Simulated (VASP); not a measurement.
Set up this calculation in VASP 6.6.1, as the native input.

* Task: single point
* Functional: PBE
* Potentials or basis: VASP PAW PBE potentials, release 64 (Ge_d)
* Cutoff: 520 eV
* k mesh: 8 × 8 × 3
* Occupations: fermi-dirac, width 0.05 eV
* Spin: no spin polarisation
* Dipole correction: no
* Further INCAR settings: ALGO = Normal; EDIFF = 1e-06; NBANDS = 36

The structure of Ge lies in POSCAR:

```
Ge
1.0
    3.9677200192      0.0000000000      0.0000000000
   -1.9838600096      3.4361463317      0.0000000000
    0.0000000000      0.0000000000     10.7689417645
Ge
4
Direct
    0.6666666667      0.3333333333      0.4148480000
    0.3333333333      0.6666666667      0.9148480000
    0.0000000000      0.0000000000      0.4774520000
    0.0000000000      0.0000000000      0.9774520000
```

These files were run (other wordings do the same):

INCAR

```
SYSTEM = Ge
ALGO = Normal
EDIFF = 1E-6
ENCUT = 520
GGA = PE
ISIF = 2
ISMEAR = -1
LASPH = .True.
LCHARG = .True.
LELF = .True.
LREAL = .False.
LVHAR = .True.
LWAVE = .False.
NBANDS = 36
NELM = 80
PREC = Accurate
SIGMA = 0.05
```

KPOINTS

```
k-points
0
Gamma
  8 8 3
  0 0 0
```

Potentials or basis: VASP PAW PBE potentials, release 64 (Ge_d).

Run with:

```bash
$ cat potpaw_PBE.64/Ge_d/POTCAR > POTCAR
$ mpirun -np 1 vasp_std > vasp.out
```

Results of the run:

| Property | Result |
| --- | --- |
| Pressure | 1.7 GPa |
| Largest force | 0.146 eV/Å |
| Band gap on the k mesh | 0.70 eV (least direct gap 0.71 eV) |

Caveat: an odd mesh through Γ misses points on the zone boundary, where band edges can lie.

Run time: 54 s on 1 thread of Intel(R) Xeon(R) 6975P-C (Granite Rapids), with other jobs on the host, peak memory 0.29 GiB.
